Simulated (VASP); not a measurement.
LiZn, 4 atoms in the cell. Symmetry: Fd-3m, No. 227, cubic system. The conventional cell has a = 5.968 Å, b = 5.968 Å, c = 5.968 Å, α = 90.00°, β = 90.00°, γ = 90.00°. Li (site symmetry -43m) has 4 Li at 2.58 Å and 10 Zn at 2.58 to 2.98 Å within 3.4 Å. Within 3.4 Å of Zn (site symmetry -43m) lie 10 Li at 2.58 to 2.98 Å and 4 Zn at 2.58 Å.  This cell differs from its parent crystal: volume scaled by 0.960.

- Program: VASP 6.6.1
- Task: single point
- Functional: PBEsol
- Potentials or basis: VASP PAW PBE potentials, release 64 (Li_sv, Zn)
- Cutoff: 520 eV
- k mesh: 8 × 8 × 8
- Occupations: gaussian, width 0.05 eV
- Spin: no spin polarisation
- Dipole correction: no
- Further INCAR settings: ALGO = Normal; EDIFF = 1e-06; NBANDS = 23

Potentials or basis: VASP PAW PBE potentials, release 64 (Li_sv, Zn).

Launch:

```bash
$ cat potpaw_PBE.64/Li_sv/POTCAR potpaw_PBE.64/Zn/POTCAR > POTCAR
$ mpirun -np 1 vasp_std > vasp.out
```

Hardware: 1 thread of Intel(R) Xeon(R) Platinum 8375C CPU @ 2.90GHz (Ice Lake), with other jobs on the host.

Question: Estimate the wall time of this run.

Answer: Wall time 23 s on 1 thread of Intel(R) Xeon(R) Platinum 8375C CPU @ 2.90GHz (Ice Lake) (shared host), peak memory 0.18 GiB. Counts: scf iterations 12, k points 29.
